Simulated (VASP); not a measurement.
Here is a VASP 6.6.1 calculation.

Contents of POSCAR:

```
Li2S
1.0
    0.0000000000      2.7258387567      2.7258387567
    2.7258387567      0.0000000000      2.7258387567
    2.7258387567      2.7258387567      0.0000000000
Li S
2 1
Direct
    0.2500000000      0.2500000000      0.2500000000
    0.7500000000      0.7500000000      0.7500000000
    0.0000000000      0.0000000000      0.0000000000
```

File INCAR.step1:

```
SYSTEM = Li2S
ALGO = Normal
EDIFF = 1E-5
ENCUT = 830
GGA = PE
GGA_COMPAT = .False.
ISMEAR = 0
LASPH = .True.
LCHARG = .False.
LREAL = .False.
LWAVE = .True.
NBANDS = 13
NELM = 120
PREC = Accurate
SIGMA = 0.02
```

INCAR.step2

```
SYSTEM = Li2S
ALGO = Normal
EDIFF = 1E-6
ENCUT = 830
GGA_COMPAT = .False.
ISIF = 2
ISMEAR = 0
ISTART = 1
LASPH = .True.
LCHARG = .False.
LMIXTAU = .True.
LREAL = .False.
LWAVE = .False.
METAGGA = R2SCAN
NBANDS = 13
NELM = 120
PREC = Accurate
SIGMA = 0.02
```

Contents of KPOINTS:

```
k-points
0
Gamma
  8 8 8
  0 0 0
```

Potentials or basis: VASP PAW PBE potentials, release 64 (Li_sv, S).

The run is started by

```sh
$ cat potpaw_PBE.64/Li_sv/POTCAR potpaw_PBE.64/S/POTCAR > POTCAR
$ cp INCAR.step1 INCAR
$ mpirun -np 1 vasp_std > vasp.out
$ cp INCAR.step2 INCAR
$ mpirun -np 1 vasp_std > vasp.out
```

Question: What does it give for the band gap on the k mesh?

Answer: 3.76 eV, indirect (least direct gap 5.48 eV).

Question: Estimate the pressure.

Answer: 6.4 GPa.

Caveat: the PAW data sets were made with another functional, which shifts forces and pressure a little. A k mesh can miss the band edges.
